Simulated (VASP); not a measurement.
# ReS2 in VASP: a series of runs

Runs on ReS2. Level: LDA. Tasks: single point.

All numbers are computed with VASP 6.6.1; they aren't measurements. Logs are shortened: lines on timing, memory, paths and dates and some standing lists are left out, and cuts for length are marked.

## 1. The cell of the first run

The cell holds a sheet with vacuum, 24 atoms: a = 6.293 Å, b = 6.398 Å, c = 23.000 Å, α = 90.00°, β = 90.00°, γ = 61.24°.

## 2. Single point, LDA

The input, INCAR:

```
PREC = Accurate
ENCUT = 520
EDIFF = 1E-6
ISMEAR = 0
SIGMA = 0.01
LREAL = Auto
LASPH = True
NELM = 60
ALGO = Normal
ISIF = 2
LWAVE = False
LCHARG = True
GGA = CA
LELF = True
LVHAR = True
NBANDS = 94
```

The input, KPOINTS:

```
Automatic mesh
0
Gamma
  4 4 1
```

The input, POSCAR:

```
ReS2
1.0
    6.2934596617     -0.0069904826      0.0000000000
    3.0843462120      5.6053681514      0.0000000000
    0.0000000000      0.0000000000     23.0000000000
Re S
8 16
Direct
    0.1233510783      0.2015021842      0.3637654078
    0.2460075963      0.5761591986      0.3685884265
    0.6965808089      0.1743396860      0.3656183154
    0.6726806567      0.6032433008      0.3668631711
    0.4588572731      0.5556411326      0.6314114868
    0.5815139281      0.9302980470      0.6362345868
    1.0321844122      0.5285570091      0.6331368497
    1.0082841553      0.9574606530      0.6343817662
    0.8684721682      0.7928818025      0.3152638924
    0.3297700690      0.8243606064      0.3080114359
    0.0397070182      0.9536119673      0.4243820253
    0.0011350446      0.4929330700      0.4339319315
    0.5008849055      0.9845941709      0.4173565425
    0.8290482432      0.3307653134      0.2908008356
    0.5400999262      0.4468024414      0.4416108386
    0.3688639137      0.2837191528      0.2984943664
    1.2039799782      1.1472063025      0.5826435072
    0.6651578872      1.1781884782      0.5756180197
    0.3750947563      1.3074398270      0.6919885874
    0.3360010953      0.8480813117      0.7015055829
    0.8363924389      1.3389191938      0.6847361276
    1.1647648030      0.6849983599      0.5583891121
    0.8758163666      0.8010350605      0.7091991680
    0.7037301603      0.6388672549      0.5660680163
```

Potentials or basis: VASP PAW LDA potentials, release 64 (Re, S).

On the command line:

```sh
> cat potpaw_LDA.64/Re/POTCAR potpaw_LDA.64/S/POTCAR > POTCAR
> mpirun -np 1 vasp_std > vasp.out
```

OUTCAR:

```text
PREC = Accurate
   ENCUT = 520
   EDIFF = 1E-6
   ISMEAR = 0
   LREAL = Auto
   LASPH = True
   NELM = 60
   ISIF = 2
   GGA = CA

 ion  position               nearest neighbor table
   1  0.123  0.202  0.364-  12 2.30  14 2.34  11 2.35  16 2.39  13 2.43  10 2.48   4 2.76   3 2.77
                             2 2.85
   2  0.246  0.576  0.369-  16 2.30  15 2.34  10 2.36  12 2.39   9 2.43  11 2.48   3 2.76   4 2.77
                             1 2.85
   3  0.697  0.174  0.366-  15 2.33  14 2.34  11 2.36  16 2.40  13 2.42   9 2.43   4 2.68   2 2.76
                             1 2.77
   4  0.673  0.603  0.367-  14 2.33  15 2.34  10 2.36  12 2.40   9 2.42  13 2.44   3 2.68   1 2.76
                             2 2.77
   5  0.459  0.556  0.631-  20 2.30  22 2.34  19 2.36  24 2.39  21 2.43  18 2.48   8 2.76   7 2.77
                             6 2.85
   6  0.582  0.930  0.636-  24 2.30  23 2.34  18 2.35  20 2.39  17 2.43  19 2.48   7 2.76   8 2.77
                             5 2.85
   7  0.032  0.529  0.633-  23 2.33  22 2.34  19 2.36  24 2.40  21 2.42  17 2.44   8 2.68   6 2.76
                             5 2.77
   8  0.008  0.957  0.634-  22 2.33  23 2.34  18 2.36  20 2.40  17 2.42  21 2.43   7 2.68   5 2.76
                             6 2.77
   9  0.868  0.793  0.315-   4 2.42   2 2.43   3 2.43
  10  0.330  0.824  0.308-   2 2.36   4 2.36   1 2.48
  11  0.040  0.954  0.424-   1 2.35   3 2.36   2 2.48
  12  0.001  0.493  0.434-   1 2.30   2 2.39   4 2.40
  13  0.501  0.985  0.417-   3 2.42   1 2.43   4 2.44
  14  0.829  0.331  0.291-   4 2.33   1 2.34   3 2.34
[... 8 lines left out ...]
  23  0.876  0.801  0.709-   7 2.33   6 2.34   8 2.34
  24  0.704  0.639  0.566-   6 2.30   5 2.39   7 2.40

  LATTYP: Found a simple monoclinic cell.
 ALAT       =     6.2934635441
 B/A-ratio  =     3.6545854026
 C/A-ratio  =     1.0165971552
 COS(beta)  =    -0.4811125348

  Lattice vectors:

 A1 = (   6.2934596617,  -0.0069904826,   0.0000000000)
 A2 = (   0.0000000000,   0.0000000000,  23.0000000000)
 A3 = (  -3.0843462120,  -5.6053681514,   0.0000000000)

Analysis of symmetry for initial positions (statically):
=====================================================================
 Subroutine PRICEL returns:
 Original cell was already a primitive cell.

 Routine SETGRP: Setting up the symmetry group for a
 simple monoclinic supercell.

 Subroutine GETGRP returns: Found  2 space group operations
 (whereof  1 operations were pure point group operations)
 out of a pool of  4 trial point group operations.

The static configuration has the point symmetry C_1 .
 The point group associated with its full space group is S_2 .

Analysis of symmetry for dynamics (positions and initial velocities):
=====================================================================
 Subroutine PRICEL returns:
 Original cell was already a primitive cell.

 Routine SETGRP: Setting up the symmetry group for a
 simple monoclinic supercell.

 Subroutine GETGRP returns: Found  2 space group operations
 (whereof  1 operations were pure point group operations)
 out of a pool of  4 trial point group operations.

The dynamic configuration has the point symmetry C_1 .
 The point group associated with its full space group is S_2 .

 Subroutine INISYM returns: Found  2 space group operations
 (whereof  1 operations are pure point group operations),
 and found     1 'primitive' translations

----------------------------------------------------------------------------------------

                                     Primitive cell

  volume of cell :     811.8705

  direct lattice vectors                    reciprocal lattice vectors
     6.293459662 -0.006990483  0.000000000     0.158798060 -0.087378417  0.000000000
     3.084346212  5.605368151  0.000000000     0.000198038  0.178291444  0.000000000
     0.000000000  0.000000000 23.000000000     0.000000000  0.000000000  0.043478261

  length of vectors
     6.293463544  6.397917135 23.000000000     0.181250687  0.178291554  0.043478261

  position of ions in fractional coordinates (direct lattice)
     0.123351078  0.201502184  0.363765408
     0.246007596  0.576159199  0.368588426
     0.696580809  0.174339686  0.365618315
     0.672680657  0.603243301  0.366863171
     0.458857273  0.555641133  0.631411487
     0.581513928  0.930298047  0.636234587
[... 16 lines left out ...]
     0.875816367  0.801035060  0.709199168
     0.703730160  0.638867255  0.566068016

  ion indices of the primitive-cell ions
   primitive index   ion index
                 1           1
                 2           2
                 3           3
                 4           4
                 5           5
                 6           6
[... 16 lines left out ...]
                23          23
                24          24

----------------------------------------------------------------------------------------

 KPOINTS: Automatic mesh

Automatic generation of k-mesh.
 Grid dimensions read from file:
 generate k-points for:    4    4    1

 Generating k-lattice:

  Cartesian coordinates                     Fractional coordinates (reciprocal lattice)
     0.039699515 -0.021844604  0.000000000     0.250000000  0.000000000  0.000000000
     0.000049509  0.044572861  0.000000000     0.000000000  0.250000000  0.000000000
     0.000000000  0.000000000  0.043478261     0.000000000  0.000000000  1.000000000

  Length of vectors
     0.045312672  0.044572889  0.043478261

  Shift w.r.t. Gamma in fractional coordinates (k-lattice)
     0.000000000  0.000000000  0.000000000

 Subroutine IBZKPT returns following result:
 ===========================================

 Found     10 irreducible k-points:

 Following reciprocal coordinates:
            Coordinates               Weight
  0.000000  0.000000  0.000000      1.000000
  0.250000  0.000000  0.000000      2.000000
  0.500000  0.000000  0.000000      1.000000
  0.000000  0.250000  0.000000      2.000000
  0.250000  0.250000  0.000000      2.000000
  0.500000  0.250000  0.000000      2.000000
 -0.250000  0.250000  0.000000      2.000000
  0.000000  0.500000  0.000000      1.000000
  0.250000  0.500000  0.000000      2.000000
  0.500000  0.500000  0.000000      1.000000
   k-points           NKPTS =     10   k-points in BZ     NKDIM =     10   number of bands    NBANDS=     94
   number of dos      NEDOS =    301   number of ions     NIONS =     24
   total plane-waves  NPLWV = 414720
   dimension x,y,z NGX =    48 NGY =   48 NGZ =  180
   dimension x,y,z NGXF=    96 NGYF=   96 NGZF=  360
   ions per type =               8  16
   NGX,Y,Z   is equivalent  to a cutoff of  12.68, 12.47, 13.01 a.u.
   NGXF,Y,Z  is equivalent  to a cutoff of  25.36, 24.95, 26.02 a.u.
 SYSTEM =  unknown system
   PREC   = accura    normal or accurate (medium, high low for compatibility)
   ISTART =      0    job   : 0-new  1-cont  2-samecut
   ICHARG =      2    charge: 1-file 2-atom 10-const
   ISPIN  =      1    spin polarized calculation?
   LNONCOLLINEAR =      F non collinear calculations
   LSORBIT =      F    spin-orbit coupling
   LASPH  =      T    aspherical Exc in radial PAW
   ENCUT  =  520.0 eV  38.22 Ry    6.18 a.u.  11.70 11.90 42.76*2*pi/ulx,y,z
   NELM   =     60;   NELMIN=  2; NELMDL= -5     # of ELM steps
   EDIFF  = 0.1E-05   stopping-criterion for ELM
   LREAL  =      T    real-space projection
   EDIFFG = 0.1E-04   stopping-criterion for IOM
   NSW    =      0    number of steps for IOM
   IBRION =     -1    ionic relax: 0-MD 1-quasi-New 2-CG
   NFREE  =      0    steps in history (QN), initial steepest desc. (CG)
   ISIF   =      2    stress and relaxation
   ISYM   =      2    0-nonsym 1-usesym 2-fastsym
   POTIM  = 0.5000    time-step for ionic-motion
   TEBEG  =    0.0;   TEEND  =   0.0 temperature during run
   PSTRESS=    0.0 pullay stress
   NELECT =     152.0000    total number of electrons
   NUPDOWN=      -1.0000    fix difference up-down
   EMIN   =  10.00;   EMAX   =-10.00  energy-range for DOS
   EFERMI =   0.00;   METHOD = LEGACY
   ISMEAR =     0;   SIGMA  =   0.01  broadening in eV -4-tet -1-fermi 0-gaus
   EFERMI_NEDOS =   21; number of points for ismear=-14 and -15
   IALGO  =     38    algorithm
   IMIX   =      4    mixing-type and parameters
     AMIX     =   0.40;   BMIX     =  1.00
     AMIX_MAG =   1.60;   BMIX_MAG =  1.00
  volume/ion in A,a.u.               =      33.83       228.28
  Fermi-wavevector in a.u.,A,eV,Ry     =   0.936542  1.769807 11.933810  0.877110
  Thomas-Fermi vector in A             =   2.063562
   LORBIT       =      0    0 simple, 1 ext, 2 COOP (PROOUT), +10 PAW based schemes
   GGA     = CA    functional components
   LHFCALC =     F    Hartree Fock is set to
   AEXX    =    0.0000 exact exchange contribution
   IVDW    =     0    specifies the selected vdW correction
   LEPSILON=     F    determine dielectric tensor
   LRPA    =     F    only Hartree local field effects (RPA)
 non-spin polarized calculation
 Gauss-broadening in eV      SIGMA  =   0.01
  energy-cutoff  :      520.00
  volume of cell :      811.87
 maximum number of plane-waves:     21894
 NGX is ok and might be reduce to    48
   NGX = 23   NGY = 23   NGZ = 85

 number of electron     152.0000000 magnetization

 Free energy of the ion-electron system (eV)
  ---------------------------------------------------
  ext. energy  EPLUGINS =         0.00000000
  ---------------------------------------------------
  free energy    TOTEN  =      -199.99711353 eV

  energy without entropy =     -199.99711353  energy(sigma->0) =     -199.99711353

 E-fermi :   0.1409     XC(G=0):  -6.2424

 val. band max:        0.0493716417   @ k =   0.0000   0.0000   0.0000
 cond. band min:       1.4811230082   @ k =   0.0000   0.0000   0.0000
 fundamental gap:      1.4317513665
 Fermi energy:         0.1409182067

 k-point     1 :       0.0000    0.0000    0.0000
  band No.  band energies     occupation
      1     -14.9618      2.00000
      2     -14.8730      2.00000
      3     -13.4958      2.00000
      4     -13.3436      2.00000
      5     -13.0361      2.00000
      6     -13.0028      2.00000
[... 899 lines left out ...]
     87       2.5198      0.00000
     88       2.6663      0.00000
 [bands above 88 left out]

------------------------ aborting loop because EDIFF is reached ----------------------------------------

  FORCE on cell =-STRESS in cart. coord.  units (eV):
  Direction    XX          YY          ZZ          XY          YZ          ZX
  --------------------------------------------------------------------------------------
  -------------------------------------------------------------------------------------
  Total        2.6599151      2.7421324      2.5534557     -0.0534720     -0.0640768     -0.0384843
  in kB        5.2491812      5.4114322      5.0390901     -0.1055238     -0.1264517     -0.0759464
  external PRESSURE =       5.2332345 kB  Pullay stress =       0.0000000 kB

 VOLUME and BASIS-vectors are now :
 -----------------------------------------------------------------------------
  energy-cutoff  :      520.00
  volume of cell :      811.87
      direct lattice vectors                 reciprocal lattice vectors
     6.293459662 -0.006990483  0.000000000     0.158798060 -0.087378417  0.000000000
     3.084346212  5.605368151  0.000000000     0.000198038  0.178291444  0.000000000
     0.000000000  0.000000000 23.000000000     0.000000000  0.000000000  0.043478261

 POSITION                                       TOTAL-FORCE (eV/Angst)
 -----------------------------------------------------------------------------------
      1.39781      1.12863      8.36660         0.022406     -0.023401     -0.017206
      3.32531      3.22786      8.47753        -0.018509      0.022106      0.014839
      4.92163      0.97237      8.40922        -0.011939     -0.046053     -0.011580
      6.09410      3.37670      8.43785         0.015473      0.045327      0.009744
      4.60159      3.11137     14.52246         0.018509     -0.022106     -0.014839
      6.52910      5.21060     14.63340        -0.022406      0.023401      0.017206
[... 16 lines left out ...]
      7.98258      4.48397     16.31158        -0.000607     -0.000041      0.164150
      6.39939      3.57617     13.01956        -0.006673     -0.033573     -0.130987
 -----------------------------------------------------------------------------------
    total drift:                                0.000622     -0.004669      0.013106

  FREE ENERGIE OF THE ION-ELECTRON SYSTEM (eV)
  ---------------------------------------------------
  free  energy   TOTEN  =      -199.9971135322 eV

  energy  without entropy=     -199.9971135322  energy(sigma->0) =     -199.99711353
```

Run time: 59 min. Hardware: 1 thread of Oxide Virtual Turin-like, shared host; peak memory 0.81 GiB.

What came out:

```
Free energy            : -199.9971 eV
Largest force          : 0.168 eV/Å
Band gap on the k mesh : 1.43 eV
```

Forces on the atoms (eV/Å):
```
Re   0.022 -0.023 -0.017
Re  -0.019  0.022  0.015
Re  -0.012 -0.046 -0.012
Re   0.015  0.045  0.010
Re   0.019 -0.022 -0.015
Re  -0.022  0.023  0.017
Re  -0.015 -0.045 -0.010
Re   0.012  0.046  0.012
S    0.006  0.008 -0.072
S   -0.005  0.046 -0.091
S    0.004 -0.046  0.091
S    0.007  0.034  0.131
S   -0.005 -0.008  0.071
S    0.001  0.000 -0.164
S    0.001  0.001  0.168
S   -0.003 -0.033 -0.130
S    0.005  0.008 -0.071
S   -0.004  0.046 -0.091
S    0.005 -0.046  0.091
S    0.003  0.033  0.130
S   -0.006 -0.008  0.072
S   -0.001 -0.001 -0.168
S   -0.001  0.000  0.164
S   -0.007 -0.034 -0.131
```

Levels at points of the mesh, in eV from the valence-band top:
```csv
k point,band 73,band 74,band 75,band 76,band 77,band 78,band 79,band 80
"(0.00, 0.00, 0.00)",-0.28,-0.21,-0.06,0.00,1.43,1.50,2.06,2.08
"(0.50, 0.00, 0.00)",-0.46,-0.45,-0.37,-0.32,1.68,1.71,1.99,2.06
"(0.00, 0.50, 0.00)",-0.43,-0.29,-0.13,-0.11,1.66,1.81,1.90,1.91
"(0.50, 0.50, 0.00)",-0.49,-0.46,-0.37,-0.32,1.70,1.74,1.74,1.93
```

Caveat: spin-orbit coupling is left out, which moves the levels of the heavy elements.

[end of part 1 of 2]
